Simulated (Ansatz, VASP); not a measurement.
Two plane-wave programs on TaN

File INCAR:

```
ALGO = Normal
EDIFF = 1E-6
ENCUT = 520
GGA = PE
ISIF = 2
ISMEAR = 0
LASPH = True
LCHARG = False
LREAL = False
LWAVE = False
NBANDS = 15
NELM = 80
PREC = Accurate
SIGMA = 0.15
```

The input KPOINTS:

```
k-points
0
Gamma
  18 18 18
```

Contents of POSCAR:

```
TaN
1.0
    0.0000000000      2.1790000000      2.1790000000
    2.1790000000      0.0000000000      2.1790000000
    2.1790000000      2.1790000000      0.0000000000
Ta N
1 1
Direct
    0.5000000000      0.5000000000      0.5000000000
    0.0114731528      0.0114731528     -0.0114731528
```

Input for Ansatz:

```yaml
crystal:
  lattice:
    - [0.0, 2.179, 2.179]
    - [2.179, 0.0, 2.179]
    - [2.179, 2.179, 0.0]
  atoms:
    - { symbol: Ta, position: [0.5, 0.5, 0.5] }
    - { symbol: "N", position: [0.0114731528, 0.0114731528, -0.0114731528] }
basis:
  ecutwfc: 420
kpoints:
  mp_grid: { grid: [18, 18, 18] }
hamiltonian:
  xc: pbe
scf:
  occupations: { method: gaussian, width: 0.15 }
output:
  forces: true
  stress: true
  eigenvalues: true
  write_density: true
  write_potential: true
  elf: true
  volumetric_format: npy
```

Change from the starting cell: all N atoms moved -0.050 Å, as atom 2 towards its neighbour atom 1 (Ta) at 2.179 Å.

Alike in both runs: task single point; functional PBE; k mesh 18 × 18 × 18; occupations gaussian, width 0.15 eV; no spin polarisation.

|  | VASP | Ansatz |
| --- | --- | --- |
| version | VASP 6.6.1 | Ansatz 0.2.0 |
| potentials or method | VASP PAW PBE potentials, release 64 (Ta_pv, N), cutoff 520 eV | scalar-relativistic, plane waves, PAW |
| valence electrons in the cell | 16 | 18 |

|  | VASP | Ansatz | Ansatz less VASP |
| --- | --- | --- | --- |
| gap on the k mesh at the Fermi level (eV) | none | none | - |
| pressure (GPa) | 16.0 | 15.0 | -0.96 |
| traceless stress, the component that is largest in VASP (GPa) | 0.93 | 0.92 | -0.014 |
| rms of the force components (eV/Å) | 0.266 | 0.266 | -0.0003 |

Atom by atom the forces differ by 0.000 eV/Å (rms over components). A gap of «none» marks a metal or a gap that the smearing closes. The functional is the same, so the differences come from potentials, cutoffs and numerics. VASP's potentials hold 16 valence electrons a cell and Ansatz's 18, so a difference there can come from the potentials and not from the codes.

Neither program's run includes spin-orbit coupling.
